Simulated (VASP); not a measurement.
A run of VASP 6.6.1 is set up as follows.

File POSCAR:

```
LaPd3
1.0
    4.2031346700      0.0000000000      0.0000000000
    0.0000000000      4.2031346700      0.0000000000
    0.0000000000      0.0000000000      4.2031346700
La Pd
1 3
Direct
    0.0000000000      0.0000000000      0.0000000000
    0.0000000000      0.5000000000      0.5000000000
    0.5000000000      0.0000000000      0.5000000000
    0.5000000000      0.5000000000      0.0000000000
```

Contents of INCAR.step1:

```
PREC = Accurate ; ENCUT = 520
ISMEAR = -1 ; SIGMA = 0.1
LREAL = False ; LASPH = True
NELM = 60 ; NBANDS = 28
GGA = PE ; ALGO = Normal
EDIFF = 1E-4 ; LWAVE = True
LCHARG = False
```

File INCAR.step2:

```
PREC = Accurate ; ENCUT = 520
EDIFF = 1E-6 ; ISMEAR = -1
SIGMA = 0.1 ; LREAL = False
LASPH = True ; NELM = 60
ALGO = Normal ; ISIF = 2
LWAVE = False ; LCHARG = False
METAGGA = R2SCAN ; LMIXTAU = True
NBANDS = 28 ; ISTART = 1
```

KPOINTS

```
Automatic mesh
0
Gamma
  8 8 8
```

Potentials or basis: VASP PAW PBE potentials, release 64 (La, Pd).

Launch:

```bash
$ cat potpaw_PBE.64/La/POTCAR potpaw_PBE.64/Pd/POTCAR > POTCAR
$ cp INCAR.step1 INCAR
$ mpirun -np 1 vasp_std > vasp.out
$ cp INCAR.step2 INCAR
$ mpirun -np 1 vasp_std > vasp.out
```

Question: What does it give for the pressure?

Answer: 0.0 GPa.

Caveat: the PAW data sets were made with another functional, which shifts forces and pressure a little.
